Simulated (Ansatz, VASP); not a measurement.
# InSb in VASP and in Ansatz

Contents of INCAR:

```
SYSTEM = InSb
  PREC = Accurate
  ENCUT = 520
  EDIFF = 1E-7
  ISMEAR = 0
  SIGMA = 0.15
  LREAL = .FALSE.
  LASPH = .TRUE.
  NELM = 60
  ALGO = Normal
  ISIF = 2
  LWAVE = .FALSE.
  LCHARG = .TRUE.
  GGA = PS
  LELF = .TRUE.
  LVHAR = .TRUE.
  NBANDS = 16
```

Contents of KPOINTS:

```
regular mesh
0
G
  12 12 12
  0 0 0
```

The input POSCAR:

```
InSb
1.0
    0.0000000000      3.3362730000      3.1905135000
    3.3362730000      0.0000000000      3.1905135000
    3.3362730000      3.3362730000      0.0000000000
In Sb
1 1
Direct
    0.0000000000      0.0000000000      0.0000000000
    0.7500000000      0.7500000000      0.7500000000
```

Input for Ansatz:

```yaml
crystal:
  lattice:
    - [0.0, 3.336273, 3.1905135]
    - [3.336273, 0.0, 3.1905135]
    - [3.336273, 3.336273, 0.0]
  atoms:
    - { symbol: In, position: [0.0, 0.0, 0.0] }
    - { symbol: Sb, position: [0.75, 0.75, 0.75] }
basis:
  ecutwfc: 420
kpoints:
  mp_grid: { grid: [12, 12, 12] }
hamiltonian:
  xc: pbesol
scf:
  occupations: { method: gaussian, width: 0.15 }
output:
  forces: true
  stress: true
  eigenvalues: true
```

Change from the starting cell: strain +0.030 along x and y, -0.015 along z, atoms carried along.

Alike in both runs: task single point; functional PBEsol; k mesh 12 × 12 × 12; occupations gaussian, width 0.15 eV; no spin polarisation.

|  | VASP | Ansatz |
| --- | --- | --- |
| version | VASP 6.6.1 | Ansatz 0.2.0 |
| potentials or method | VASP PAW PBE potentials, release 64 (In_d, Sb), cutoff 520 eV | scalar-relativistic, plane waves, PAW |
| valence electrons in the cell | 18 | 28 |

|  | VASP | Ansatz | Ansatz less VASP |
| --- | --- | --- | --- |
| pressure (GPa) | -1.0 | -1.0 | -0.01 |
| traceless stress, the component that is largest in VASP (GPa) | 0.76 | 0.76 | 0.000 |

VASP's potentials were made for PBE, not for PBEsol. VASP's potentials hold 18 valence electrons a cell and Ansatz's 28, so a difference there can come from the potentials and not from the codes.

Spin-orbit coupling is off throughout.
